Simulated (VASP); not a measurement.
BaCdCl4, 12 atoms in the cell. The typed cell holds 12 atoms: a = 6.331 Å, b = 6.333 Å, c = 10.638 Å, α = 82.84°, β = 82.96°, γ = 66.66°. 

| Quantity | Value |
| --- | --- |
| Program | VASP 6.6.1 |
| Task | single point |
| Functional | PBE |
| Potentials or basis | VASP PAW PBE potentials, release 64 (Ba_sv, Cd, Cl) |
| Cutoff | 520 eV |
| k mesh | 2 × 2 × 2 |
| Occupations | gaussian, width 0.1 eV |
| Spin | no spin polarisation |
| Dipole correction | no |
| Further INCAR settings | ALGO = Normal; EDIFF = 1e-06; NBANDS = 62 |

Potentials or basis: VASP PAW PBE potentials, release 64 (Ba_sv, Cd, Cl).

Command:

```bash
$ cat potpaw_PBE.64/Ba_sv/POTCAR potpaw_PBE.64/Cd/POTCAR potpaw_PBE.64/Cl/POTCAR > POTCAR
$ mpirun -np 1 vasp_std > vasp.out
```

Hardware: 1 thread of Intel(R) Xeon(R) Platinum 8488C (Sapphire Rapids), on a shared host.

Task: Estimate the wall time of this run.

Result: It took 3 min on 1 thread of Intel(R) Xeon(R) Platinum 8488C (Sapphire Rapids) (shared host), peak memory 0.52 GiB. Counts: scf iterations 15, k points 8.
